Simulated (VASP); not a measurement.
# BC5 (P3m1) in VASP: further runs, part 2 of 2

VASP 6.6.1. The steps go on from the part before.

### Step 5. Single point, RPBE

INCAR reads:

```
SYSTEM = BC5
ALGO     = Normal         ! electronic algorithm
EDIFF    = 1E-7           ! SCF threshold, eV
ENCUT    = 520            ! plane-wave cutoff, eV
GGA      = RP             ! functional
ISIF     = 2              ! what is computed and relaxed
ISMEAR   = 0              ! smearing method
LASPH    = .True.         ! aspherical terms in the spheres
LCHARG   = .False.        ! write CHGCAR
LREAL    = .False.        ! projectors in reciprocal space
LWAVE    = .False.        ! write WAVECAR
NBANDS   = 20             ! bands
NELM     = 80             ! most SCF steps
PREC     = Accurate       ! precision mode
SIGMA    = 0.1            ! smearing width, eV
```

KPOINTS reads:

```
k-points
0
Gamma
  11 11 4
  0 0 0
```

POSCAR reads:

```
BC5
1.0
    2.5515500000      0.0000000000      0.0000000000
   -1.2757800000      2.2097100000      0.0000000000
    0.0000000000      0.0000000000      6.3996600000
B C
1 5
Direct
    0.3333333333      0.6666666667      0.0075900000
    0.3333333333      0.6666666667      0.2595100000
    0.6666666667      0.3333333333      0.3390300000
    0.0000000000      0.0000000000      0.6645600000
    0.6666666667      0.3333333333      0.5813600000
    0.0000000000      0.0000000000      0.8989400000
```

Potentials or basis: VASP PAW PBE potentials, release 64 (B, C).

Launch:

```sh
$ cat potpaw_PBE.64/B/POTCAR potpaw_PBE.64/C/POTCAR > POTCAR
$ mpirun -np 1 vasp_std > vasp.out
```

OUTCAR:

```text
SYSTEM = BC5
   EDIFF = 1E-7
   ENCUT = 520
   GGA = RP
   ISIF = 2
   ISMEAR = 0
   LASPH = .True.
   LREAL = .False.
   NELM = 80
   PREC = Accurate

 ion  position               nearest neighbor table
   1  0.333  0.667  0.008-   2 1.61   6 1.63   6 1.63   6 1.63
   2  0.333  0.667  0.260-   3 1.56   3 1.56   3 1.56   1 1.61
   3  0.667  0.333  0.339-   5 1.55   2 1.56   2 1.56   2 1.56
   4  0.000  0.000  0.665-   6 1.50   5 1.57   5 1.57   5 1.57
   5  0.667  0.333  0.581-   3 1.55   4 1.57   4 1.57   4 1.57
   6  0.000  0.000  0.899-   4 1.50   1 1.63   1 1.63   1 1.63

  LATTYP: Found a hexagonal cell.
 ALAT       =     2.5515500000
 C/A-ratio  =     2.5081460289

  Lattice vectors:

 A1 = (   2.5515500000,   0.0000000000,   0.0000000000)
 A2 = (  -1.2757800000,   2.2097100000,   0.0000000000)
 A3 = (   0.0000000000,   0.0000000000,   6.3996600000)

Analysis of symmetry for initial positions (statically):
=====================================================================
 Subroutine PRICEL returns:
 Original cell was already a primitive cell.

 Routine SETGRP: Setting up the symmetry group for a
 hexagonal supercell.

 Subroutine GETGRP returns: Found  6 space group operations
 (whereof  6 operations were pure point group operations)
 out of a pool of 24 trial point group operations.

The static configuration has the point symmetry C_3v.

Analysis of symmetry for dynamics (positions and initial velocities):
=====================================================================
 Subroutine PRICEL returns:
 Original cell was already a primitive cell.

 Routine SETGRP: Setting up the symmetry group for a
 hexagonal supercell.

 Subroutine GETGRP returns: Found  6 space group operations
 (whereof  6 operations were pure point group operations)
 out of a pool of 24 trial point group operations.

[... 129 lines left out ...]
  volume/ion in A,a.u.               =       6.01        40.58
  Fermi-wavevector in a.u.,A,eV,Ry     =   1.408917  2.662467 27.008199  1.985047
  Thomas-Fermi vector in A             =   2.531026
   LORBIT       =      0    0 simple, 1 ext, 2 COOP (PROOUT), +10 PAW based schemes
   GGA     = RP    functional components
   LHFCALC =     F    Hartree Fock is set to
   AEXX    =    0.0000 exact exchange contribution
   IVDW    =     0    specifies the selected vdW correction
   LEPSILON=     F    determine dielectric tensor
   LRPA    =     F    only Hartree local field effects (RPA)
 non-spin polarized calculation
 Gauss-broadening in eV      SIGMA  =   0.10
  energy-cutoff  :      520.00
  volume of cell :       36.08
 maximum number of plane-waves:       984
 NGX is ok and might be reduce to    20
   NGX =  9   NGY =  9   NGZ = 23

 number of electron      22.9999999 magnetization

 Free energy of the ion-electron system (eV)
  ---------------------------------------------------
  ext. energy  EPLUGINS =         0.00000000
  ---------------------------------------------------
  free energy    TOTEN  =       -48.63833485 eV

  energy without entropy =      -48.63296045  energy(sigma->0) =      -48.63564765

 E-fermi :   7.8460     XC(G=0): -12.8200

 val. band max:        7.8388398101   @ k =   0.0000   0.1818   0.2500
 cond. band min:       7.8525542278   @ k =   0.0909   0.0909   0.0000
 fundamental gap:      0.0137144178
 Fermi energy:         7.8460363320

 k-point     1 :       0.0000    0.0000    0.0000
  band No.  band energies     occupation
      1     -11.9415      2.00000
      2      -9.3262      2.00000
      3      -7.4547      2.00000
      4      -0.3729      2.00000
      5       0.4684      2.00000
      6       6.2993      2.00000
[... 541 lines left out ...]
     19      19.9159      0.00000
     20      20.6661      0.00000

 [... further k-points ...]

------------------------ aborting loop because EDIFF is reached ----------------------------------------

  FORCE on cell =-STRESS in cart. coord.  units (eV):
  Direction    XX          YY          ZZ          XY          YZ          ZX
  --------------------------------------------------------------------------------------
  -------------------------------------------------------------------------------------
  Total        1.1783902      1.1783933      1.3055357     -0.0000027      0.0000000     -0.0000000
  in kB       52.3243013     52.3244378     57.9699671     -0.0001184      0.0000000     -0.0000000
  external PRESSURE =      54.2062354 kB  Pullay stress =       0.0000000 kB

 VOLUME and BASIS-vectors are now :
 -----------------------------------------------------------------------------
  energy-cutoff  :      520.00
  volume of cell :       36.08
      direct lattice vectors                 reciprocal lattice vectors
     2.551550000  0.000000000  0.000000000     0.391918638  0.226274923  0.000000000
    -1.275780000  2.209710000  0.000000000     0.000000000  0.452548072  0.000000000
     0.000000000  0.000000000  6.399660000     0.000000000  0.000000000  0.156258301

 POSITION                                       TOTAL-FORCE (eV/Angst)
 -----------------------------------------------------------------------------------
     -0.00000      1.47314      0.04857         0.000000     -0.000000     -0.003663
     -0.00000      1.47314      1.66078        -0.000000     -0.000000     -0.027132
      1.27577      0.73657      2.16968        -0.000000      0.000000      0.023865
      0.00000      0.00000      4.25296        -0.000000      0.000000     -0.005518
      1.27577      0.73657      3.72051         0.000000      0.000000     -0.008264
      0.00000      0.00000      5.75291         0.000000      0.000000      0.020711
 -----------------------------------------------------------------------------------
    total drift:                                0.000030      0.000017      0.000076

  FREE ENERGIE OF THE ION-ELECTRON SYSTEM (eV)
  ---------------------------------------------------
  free  energy   TOTEN  =       -48.6383348472 eV

  energy  without entropy=      -48.6329604482  energy(sigma->0) =      -48.63564765
```

OSZICAR:

```text
N       E                     dE             d eps       ncg     rms          rms(c)
DAV:   1     0.407590702911E+02    0.40759E+02   -0.11580E+04  2320   0.107E+03
DAV:   2    -0.471611518723E+02   -0.87920E+02   -0.85360E+02  2916   0.213E+02
DAV:   3    -0.502071371561E+02   -0.30460E+01   -0.30212E+01  3156   0.349E+01
DAV:   4    -0.502231539663E+02   -0.16017E-01   -0.15999E-01  3228   0.278E+00
DAV:   5    -0.502232697016E+02   -0.11574E-03   -0.11570E-03  3104   0.219E-01    0.919E+00
DAV:   6    -0.489805579409E+02    0.12427E+01   -0.13930E+00  3176   0.817E+00    0.546E+00
DAV:   7    -0.486491865238E+02    0.33137E+00   -0.86515E-01  3020   0.578E+00    0.219E+00
DAV:   8    -0.486346339472E+02    0.14553E-01   -0.11858E-01  3300   0.244E+00    0.842E-01
DAV:   9    -0.486381218651E+02   -0.34879E-02   -0.12956E-02  3028   0.778E-01    0.306E-01
DAV:  10    -0.486382796571E+02   -0.15779E-03   -0.19341E-03  3044   0.291E-01    0.382E-02
DAV:  11    -0.486383065616E+02   -0.26905E-04   -0.12355E-04  3252   0.786E-02    0.187E-02
DAV:  12    -0.486383290086E+02   -0.22447E-04   -0.23889E-05  2868   0.353E-02    0.826E-03
DAV:  13    -0.486383343683E+02   -0.53597E-05   -0.63785E-06  2876   0.195E-02    0.237E-03
DAV:  14    -0.486383348701E+02   -0.50181E-06   -0.66633E-07  3156   0.623E-03    0.750E-04
DAV:  15    -0.486383348472E+02    0.22925E-07   -0.29685E-08  1800   0.144E-03
   1 F= -.48638335E+02 E0= -.48635648E+02  d E =-.537440E-02
```

stdout:

```text
POSCAR found type information on POSCAR B C
 POSCAR found :  2 types and       6 ions
 scaLAPACK will be used
 -----------------------------------------------------------------------------
|                                                                             |
|                                                                             |
|     You enforced a specific xc type in the INCAR file but a different       |
|     I HOPE YOU KNOW WHAT YOU ARE DOING!                                     |
|                                                                             |
 -----------------------------------------------------------------------------

 LDA part: xc-table for (Slater+PW92), standard interpolation
 POSCAR, INCAR and KPOINTS ok, starting setup
 FFT: planning ... GRIDC
 FFT: planning ... GRID_SOFT
 FFT: planning ... GRID
 WAVECAR not read
 entering main loop
```

Wall time 35 s (1 thread of AMD EPYC 7R13 (Zen 3), shared host); peak memory 0.13 GiB.

Results:

```
Free energy   : -48.6383 eV
Pressure      : 5.4 GPa
Largest force : 0.027 eV/Å
```

Forces on the atoms (eV/Å):
```
B    0.000  0.000 -0.004
C    0.000  0.000 -0.027
C    0.000  0.000  0.024
C    0.000  0.000 -0.006
C    0.000  0.000 -0.008
C    0.000  0.000  0.021
```

Caveat: the PAW data sets were made with another functional, which shifts forces and pressure a little.

### Step 6. The runs side by side

```tsv
level	gap on the mesh (eV)	pressure (GPa)	largest force (eV/Å)
BLYP	none	8.2	0.21
PBE	none	0.0	0.03
revPBE	none	4.1	0.03
RPBE	none	5.4	0.03
```

Alike in all rows: task single point; potentials or basis VASP PAW PBE potentials, release 64 (B, C); no spin polarisation; cell as given; k mesh 11 × 11 × 4; cutoff (eV) 520; smearing gaussian 0.1 eV.

Every run on the cell as given and a fine mesh finds a metal. The pressure there spans 0.0 GPa (PBE) to 8.2 GPa (BLYP); a positive pressure means that this level wants a larger cell, a negative one a smaller.

Caveats: the PAW data sets were made with another functional, which shifts forces and pressure a little (some runs).

Total energies depend on the potentials used, so only differences within one code and one set of settings carry meaning.
